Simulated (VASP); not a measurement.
NiGe3:

```
CELL_PARAMETERS angstrom
3.82456 0.00000 0.00000
0.00000 3.82456 0.00000
0.00000 0.00000 3.82456
ATOMIC_POSITIONS crystal
Ge 0.00000 0.50000 0.50000
Ge 0.50000 0.00000 0.50000
Ge 0.50000 0.50000 0.00000
Ni 0.00000 0.00000 0.00000
```

* Program: VASP 6.6.1
* Task: relaxation of cell and atoms
* Functional: PBEsol
* Potentials or basis: VASP PAW PBE potentials, release 64 (Ge_d, Ni)
* Cutoff: 600 eV
* k mesh: 6 × 6 × 6
* Occupations: gaussian, width 0.1 eV
* Spin: no spin polarisation

At the start: pressure 14.0 GPa; volume 13.99 Å³/atom.

Problem. Where does the relaxation end?

Solution. Over 3 steps the energy falls by 65.4 meV/atom and the volume is 15.66 Å³/atom (+11.9 %); space group Pm-3m (No. 221, to 0.05 Å).

Step by step:
| step | energy change (eV) | largest force (eV/Å) | pressure (GPa) | volume (Å³) |
| --- | --- | --- | --- | --- |
| 1 | 0.0000 | 0.0000 | 13.96 | 55.94 |
| 2 | -0.2026 | 0.0000 | -4.91 | 66.40 |
| 3 | -0.2616 | 0.0000 | 0.05 | 62.63 |

Final structure:
```
CELL_PARAMETERS angstrom
3.97116 0.00000 0.00000
0.00000 3.97116 0.00000
0.00000 0.00000 3.97116
ATOMIC_POSITIONS crystal
Ge 0.00000 0.50000 0.50000
Ge 0.50000 0.00000 0.50000
Ge 0.50000 0.50000 0.00000
Ni 0.00000 0.00000 0.00000
```

Caveat: the PAW data sets were made with another functional, which shifts forces and pressure a little.
